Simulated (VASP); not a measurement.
Sc2GaAs3:

```
Sc Ga As
1.0
     4.28090    0.00000    0.00000
    -2.14045    3.70737    0.00000
     0.00000    0.00000    8.79998
Sc Ga As
2 1 3
Direct
  0.00000 0.00000 0.69326
  0.00000 0.00000 0.30674
  0.33333 0.66667 0.00000
  0.33333 0.66667 0.50000
  0.66667 0.33333 0.50000
  0.00000 0.00000 0.00000
```

The cell was generated, and may not be a known phase.

```yaml
Program: VASP 6.6.1
Task: relaxation of cell and atoms
Functional: PBE
Potentials_or_basis: VASP PAW PBE potentials, release 64 (Sc_sv, Ga_d, As)
Cutoff: 500 eV
k_mesh: 6 × 6 × 2
Occupations: gaussian, width 0.1 eV
Spin: no spin polarisation
```

At the start: pressure 0.9 GPa; volume 23.28 Å³/atom.

How do energy, volume and symmetry change on relaxing?

Over 11 steps the energy falls by 81.0 meV/atom and the volume is 23.87 Å³/atom (+2.6 %); space group P-6m2 (No. 187, to 0.1 Å) before and after.

Step by step:
```csv
step,energy change (eV),largest force (eV/Å),pressure (GPa),volume (Å³)
1,0.0000,0.5670,0.88,139.66
2,-0.3025,0.7390,-0.27,142.02
3,-0.3346,0.9157,-0.38,142.95
4,-0.4174,0.6412,0.13,142.12
5,-0.3950,1.0758,1.75,139.85
6,-0.4680,0.2294,0.72,141.28
7,-0.4729,0.1035,1.00,140.85
8,-0.4735,0.0060,0.93,140.97
9,-0.4704,0.4007,-0.48,144.37
10,-0.4827,0.1796,0.26,142.55
11,-0.4858,0.0068,-0.08,143.24
```

Final structure:
```
Sc Ga As
1.0
     4.51302    0.00000    0.00000
    -2.25651    3.90839    0.00000
     0.00000    0.00000    8.12058
Sc Ga As
2 1 3
Direct
  0.00000 0.00000 0.67337
  0.00000 0.00000 0.32663
  0.33333 0.66667 0.00000
  0.33333 0.66667 0.50000
  0.66667 0.33333 0.50000
  0.00000 0.00000 0.00000
```
